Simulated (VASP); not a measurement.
# BaTiO3 (Amm2) in VASP: further runs

Runs on BaTiO3. Level: r2SCAN. Tasks: single point.

Program: VASP 6.6.1. These are calculated values, not measurements. Logs are shortened: lines on timing, memory, paths and dates and some standing lists are left out, and cuts for length are marked.

## 1. The cell of the first run

The structure is orthorhombic, space group Amm2 (No. 38). The conventional cell has a = 3.804 Å, b = 5.943 Å, c = 8.630 Å, α = 90.00°, β = 90.00°, γ = 90.00°. Within 3.2 Å of Ba (site symmetry mm2) lie 5 O at 2.42 to 2.75 Å. Within 2.3 Å of Ti (site symmetry mm2) lie 4 O at 1.74 to 2.07 Å. Within 2.8 Å of O (site symmetry mm2) lie 2 Ti at 2.07 Å and 1 Ba at 2.75 Å. O (site symmetry m) has 1 Ti at 1.74 Å within 2.3 Å.

## 2. Single point, r2SCAN

Contents of POSCAR:

```
BaTiO3
1.0
    3.8044335800      0.0000000000      0.0000000000
    0.0000000000      2.9716845415      4.3150388312
    0.0000000000     -2.9716845415      4.3150388312
Ba Ti O
1 1 3
Direct
    0.0000000000      0.1458739770      0.1458739770
    0.5000000000      0.5588036935      0.5588036935
    0.0000000000      0.4643497340      0.4643497340
    0.5000000000      0.4139402369      0.9132523585
    0.5000000000      0.9132523585      0.4139402369
```

Contents of INCAR.step1:

```
PREC     = Accurate       # precision mode
ENCUT    = 520            # plane-wave cutoff, eV
ISMEAR   = 0              # smearing method
SIGMA    = 0.02           # smearing width, eV
LREAL    = False          # projectors in reciprocal space
LASPH    = True           # aspherical terms in the spheres
NELM     = 100            # most SCF steps
NBANDS   = 28             # bands
GGA      = PE             # functional
ALGO     = Normal         # electronic algorithm
EDIFF    = 1E-4           # SCF threshold, eV
LWAVE    = True           # write WAVECAR
LCHARG   = False          # write CHGCAR
```

Contents of INCAR.step2:

```
PREC     = Accurate       # precision mode
ENCUT    = 520            # plane-wave cutoff, eV
EDIFF    = 1E-7           # SCF threshold, eV
ISMEAR   = 0              # smearing method
SIGMA    = 0.02           # smearing width, eV
LREAL    = False          # projectors in reciprocal space
LASPH    = True           # aspherical terms in the spheres
NELM     = 100            # most SCF steps
ALGO     = Normal         # electronic algorithm
ISIF     = 2              # what is computed and relaxed
LWAVE    = False          # write WAVECAR
LCHARG   = True           # write CHGCAR
METAGGA  = R2SCAN         # meta-GGA
LMIXTAU  = True         
LELF     = True           # ELF
LVHAR    = True         
NBANDS   = 28             # bands
ISTART   = 1
```

Contents of KPOINTS:

```
regular mesh
0
Gamma
  1 1 1
```

Potentials or basis: VASP PAW PBE potentials, release 64 (Ba_sv, Ti_sv, O).

On the command line:

```bash
$ cat potpaw_PBE.64/Ba_sv/POTCAR potpaw_PBE.64/Ti_sv/POTCAR potpaw_PBE.64/O/POTCAR > POTCAR
$ cp INCAR.step1 INCAR
$ mpirun -np 1 vasp_gam > vasp.out
$ cp INCAR.step2 INCAR
$ mpirun -np 1 vasp_gam > vasp.out
```

OUTCAR:

```text
PREC = Accurate
   ENCUT = 520
   EDIFF = 1E-7
   ISMEAR = 0
   LREAL = False
   LASPH = True
   NELM = 100
   ISIF = 2
   METAGGA = R2SCAN
   ISTART = 1

 ion  position               nearest neighbor table
   1  0.000  0.146  0.146-   4 2.42   5 2.42   4 2.42   5 2.42   3 2.75   2 3.61   2 3.61   2 3.61
                             2 3.61
   2  0.500  0.559  0.559-   4 1.74   5 1.74   3 2.07   3 2.07   1 3.61   1 3.61   1 3.61   1 3.61

   3  0.000  0.464  0.464-   2 2.07   2 2.07   1 2.75
   4  0.500  0.414  0.913-   2 1.74   1 2.42   1 2.42
   5  0.500  0.913  0.414-   2 1.74   1 2.42   1 2.42

  LATTYP: Found a base centered orthorhombic cell.
 ALAT       =     5.9433690830
 B/A-ratio  =     1.4520514445
 C/A-ratio  =     0.6401139702

  Lattice vectors:

 A1 = (   0.0000000000,   2.9716845415,  -4.3150388312)
 A2 = (   0.0000000000,   2.9716845415,   4.3150388312)
 A3 = (   3.8044335800,   0.0000000000,   0.0000000000)

Analysis of symmetry for initial positions (statically):
=====================================================================
 Subroutine PRICEL returns:
 Original cell was already a primitive cell.

 Routine SETGRP: Setting up the symmetry group for a
 base centered orthorhombic supercell.

 Subroutine GETGRP returns: Found  4 space group operations
 (whereof  4 operations were pure point group operations)
 out of a pool of  8 trial point group operations.

The static configuration has the point symmetry C_2v.

Analysis of symmetry for dynamics (positions and initial velocities):
=====================================================================
 Subroutine PRICEL returns:
 Original cell was already a primitive cell.

 Routine SETGRP: Setting up the symmetry group for a
 base centered orthorhombic supercell.

 Subroutine GETGRP returns: Found  4 space group operations
 (whereof  4 operations were pure point group operations)
 out of a pool of  8 trial point group operations.

The dynamic configuration has the point symmetry C_2v.

 Subroutine INISYM returns: Found  4 space group operations
 (whereof  4 operations are pure point group operations),
 and found     1 'primitive' translations

----------------------------------------------------------------------------------------

[... 71 lines left out ...]
   LASPH  =      T    aspherical Exc in radial PAW
   ENCUT  =  520.0 eV  38.22 Ry    6.18 a.u.   7.07  9.74  9.74*2*pi/ulx,y,z
   NELM   =    100;   NELMIN=  2; NELMDL=  0     # of ELM steps
   EDIFF  = 0.1E-06   stopping-criterion for ELM
   LREAL  =      F    real-space projection
   EDIFFG = 0.1E-05   stopping-criterion for IOM
   NSW    =      0    number of steps for IOM
   IBRION =     -1    ionic relax: 0-MD 1-quasi-New 2-CG
   NFREE  =      0    steps in history (QN), initial steepest desc. (CG)
   ISIF   =      2    stress and relaxation
   ISYM   =      2    0-nonsym 1-usesym 2-fastsym
   POTIM  = 0.5000    time-step for ionic-motion
   TEBEG  =    0.0;   TEEND  =   0.0 temperature during run
   PSTRESS=    0.0 pullay stress
   NELECT =      40.0000    total number of electrons
   NUPDOWN=      -1.0000    fix difference up-down
   EMIN   =  10.00;   EMAX   =-10.00  energy-range for DOS
   EFERMI =   0.00;   METHOD = LEGACY
   ISMEAR =     0;   SIGMA  =   0.02  broadening in eV -4-tet -1-fermi 0-gaus
   EFERMI_NEDOS =   21; number of points for ismear=-14 and -15
   IALGO  =     38    algorithm
   IMIX   =      4    mixing-type and parameters
     AMIX     =   0.40;   BMIX     =  1.00
     AMIX_MAG =   1.60;   BMIX_MAG =  1.00
  volume/ion in A,a.u.               =      19.51       131.68
  Fermi-wavevector in a.u.,A,eV,Ry     =   1.216165  2.298218 20.123783  1.479056
  Thomas-Fermi vector in A             =   2.351528
   LORBIT       =      0    0 simple, 1 ext, 2 COOP (PROOUT), +10 PAW based schemes
   METAGGA = R2SCAN    functional components
   LHFCALC =     F    Hartree Fock is set to
   AEXX    =    0.0000 exact exchange contribution
   IVDW    =     0    specifies the selected vdW correction
   LEPSILON=     F    determine dielectric tensor
   LRPA    =     F    only Hartree local field effects (RPA)
 non-spin polarized calculation
 Gauss-broadening in eV      SIGMA  =   0.02
  energy-cutoff  :      520.00
  volume of cell :       97.57
 maximum number of plane-waves:      1309
   NGX = 15   NGY = 19   NGZ = 19

 number of electron      39.9999985 magnetization

 Free energy of the ion-electron system (eV)
  ---------------------------------------------------
  ext. energy  EPLUGINS =         0.00000000
  ---------------------------------------------------
  free energy    TOTEN  =       -72.80242882 eV

  energy without entropy =      -72.80242882  energy(sigma->0) =      -72.80242882

 E-fermi :   0.0268     XC(G=0):  -9.1016

 val. band max:       -0.2384060767   @ k =   0.0000   0.0000   0.0000
 cond. band min:       4.4511149343   @ k =   0.0000   0.0000   0.0000
 fundamental gap:      4.6895210110
 Fermi energy:         0.0267550488

 k-point     1 :       0.0000    0.0000    0.0000
  band No.  band energies     occupation
      1     -57.5331      2.00000
      2     -33.0659      2.00000
      3     -32.8323      2.00000
      4     -32.6715      2.00000
      5     -24.7523      2.00000
      6     -16.8708      2.00000
[... 20 lines left out ...]
     27       8.4605      0.00000
     28       8.5327      0.00000

------------------------ aborting loop because EDIFF is reached ----------------------------------------

  FORCE on cell =-STRESS in cart. coord.  units (eV):
  Direction    XX          YY          ZZ          XY          YZ          ZX
  --------------------------------------------------------------------------------------
  -------------------------------------------------------------------------------------
  Total        2.3182234      1.3370624      0.1586976      0.0000000      0.0000000      0.0000000
  in kB       38.0678590     21.9560822      2.6059949      0.0000000      0.0000000      0.0000000
  external PRESSURE =      20.8766454 kB  Pullay stress =       0.0000000 kB

 VOLUME and BASIS-vectors are now :
 -----------------------------------------------------------------------------
  energy-cutoff  :      520.00
  volume of cell :       97.57
      direct lattice vectors                 reciprocal lattice vectors
     3.804433580  0.000000000  0.000000000     0.262851218  0.000000000  0.000000000
     0.000000000  2.971684542  4.315038831     0.000000000  0.168254737  0.115873812
     0.000000000 -2.971684542  4.315038831     0.000000000 -0.168254737  0.115873812

 POSITION                                       TOTAL-FORCE (eV/Angst)
 -----------------------------------------------------------------------------------
      0.00000      0.00000      1.25890         0.000000      0.000000     -0.065717
      1.90222      0.00000      4.82252         0.000000      0.000000     -0.105794
      0.00000      0.00000      4.00737         0.000000      0.000000     -0.042881
      1.90222     -1.48380      5.72689         0.000000      0.122387      0.107196
      1.90222      1.48380      5.72689         0.000000     -0.122387      0.107196
 -----------------------------------------------------------------------------------
    total drift:                                0.000000     -0.000000      0.003411

  FREE ENERGIE OF THE ION-ELECTRON SYSTEM (eV)
  ---------------------------------------------------
  free  energy   TOTEN  =       -72.8024288230 eV

  energy  without entropy=      -72.8024288230  energy(sigma->0) =      -72.80242882
```

OUTCAR.step1:

```text
PREC = Accurate
   ENCUT = 520
   ISMEAR = 0
   LREAL = False
   LASPH = True
[... 240 lines left out ...]
      1.90222      0.00000      4.82252         0.000000     -0.000000     -0.160359
      0.00000      0.00000      4.00737         0.000000     -0.000000     -0.163187
      1.90222     -1.48380      5.72689         0.000000     -0.039444      0.169815
      1.90222      1.48380      5.72689         0.000000      0.039444      0.169815
 -----------------------------------------------------------------------------------
    total drift:                                0.000000     -0.000000     -0.001468

  FREE ENERGIE OF THE ION-ELECTRON SYSTEM (eV)
  ---------------------------------------------------
  free  energy   TOTEN  =       -39.0810404969 eV

  energy  without entropy=      -39.0810404969  energy(sigma->0) =      -39.08104050
```

OSZICAR.step1:

```text
N       E                     dE             d eps       ncg     rms          rms(c)
DAV:   1     0.538294822463E+03    0.53829E+03   -0.23230E+04    56   0.154E+03
DAV:   2     0.737690181993E+01   -0.53092E+03   -0.50821E+03    76   0.418E+02
DAV:   3    -0.484555776339E+02   -0.55832E+02   -0.55401E+02    76   0.142E+02
DAV:   4    -0.511076700230E+02   -0.26521E+01   -0.26421E+01    80   0.283E+01
DAV:   5    -0.512367603932E+02   -0.12909E+00   -0.12908E+00    72   0.448E+00    0.275E+01
DAV:   6    -0.400431160810E+02    0.11194E+02   -0.66621E+01    88   0.748E+01    0.143E+01
DAV:   7    -0.396165437587E+02    0.42657E+00   -0.21249E+01    88   0.403E+01    0.107E+01
DAV:   8    -0.391011172456E+02    0.51543E+00   -0.11214E+00    80   0.108E+01    0.506E+00
DAV:   9    -0.391135093242E+02   -0.12392E-01   -0.50393E-01    80   0.761E+00    0.204E+00
DAV:  10    -0.390793719889E+02    0.34137E-01   -0.21678E-01    68   0.527E+00    0.488E-01
DAV:  11    -0.390803994928E+02   -0.10275E-02   -0.12992E-02    72   0.880E-01    0.392E-01
DAV:  12    -0.390809772898E+02   -0.57780E-03   -0.96290E-03    60   0.602E-01    0.142E-01
DAV:  13    -0.390812141047E+02   -0.23681E-03   -0.15409E-03    64   0.279E-01    0.134E-01
DAV:  14    -0.390810925619E+02    0.12154E-03   -0.20234E-04    44   0.156E-01    0.683E-02
DAV:  15    -0.390810404969E+02    0.52065E-04   -0.29028E-04    64   0.157E-01
   1 F= -.39081040E+02 E0= -.39081040E+02  d E =-.226065E-63
```

Wall time 37 s (1 thread of Intel Xeon Platinum 8259CL at 2.50GHz (Skylake/Cascade Lake), shared host); peak memory 0.21 GiB.

What came out:

```yaml
Free_energy: -72.8024 eV
Pressure: 2.1 GPa
Largest_force: 0.163 eV/Å
```

Forces in eV/Å, atoms in the order of the input:
```
Ba   0.000  0.000 -0.066
Ti   0.000  0.000 -0.106
O    0.000  0.000 -0.043
O    0.000  0.122  0.107
O    0.000 -0.122  0.107
```

Stress tensor (GPa, compression positive):
```
3.81 0.00 0.00
0.00 2.20 0.00
0.00 0.00 0.26
```

Levels at points of the mesh, in eV from the Fermi level:
```csv
k point,band 17,band 18,band 19,band 20,band 21,band 22,band 23,band 24
"(0.00, 0.00, 0.00)",-1.83,-1.58,-0.28,-0.27,4.42,4.66,4.94,5.81
```

Caveat: the k points lie up to 1.65 Å⁻¹ apart; the PAW data sets were made with another functional, which shifts forces and pressure a little; spin-orbit coupling is left out, which moves the levels of the heavy elements.

(Part 1 of 2 ends here.)
